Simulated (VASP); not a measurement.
The system is Si.

```
CELL_PARAMETERS angstrom
0.00000 2.72212 2.72212
2.72212 0.00000 2.72212
2.72212 2.72212 0.00000
ATOMIC_POSITIONS crystal
Si 0.00000 0.00000 0.00000
Si 0.25000 0.25000 0.25000
```

Program: VASP 6.6.1. Alike in all runs: potentials or basis VASP PAW PBE potentials, release 64 (Si); no spin polarisation; cell as given; cutoff (eV) 520. Hardware: 1 thread of Intel(R) Xeon(R) 6975P-C (Granite Rapids), on a shared host.

Question: Order these runs on this cell by their wall time, lowest first.
A. task single point; level PBE; k mesh 8 × 8 × 8; smearing fermi-dirac 0.02 eV
B. task single point; level r2SCAN; k mesh 8 × 8 × 8; smearing gaussian 0.01 eV
C. task single point; level HSE06; k mesh 6 × 6 × 6; smearing gaussian 0.01 eV; grid for exact exchange (PRECFOCK) Normal; screening parameter 0.2079 1/Å
D. task dielectric tensor; level r2SCAN; k mesh 6 × 6 × 6; smearing gaussian 0.01 eV

Answer: A (5.4 s), B (24 s), C (230 s), D (570 s).
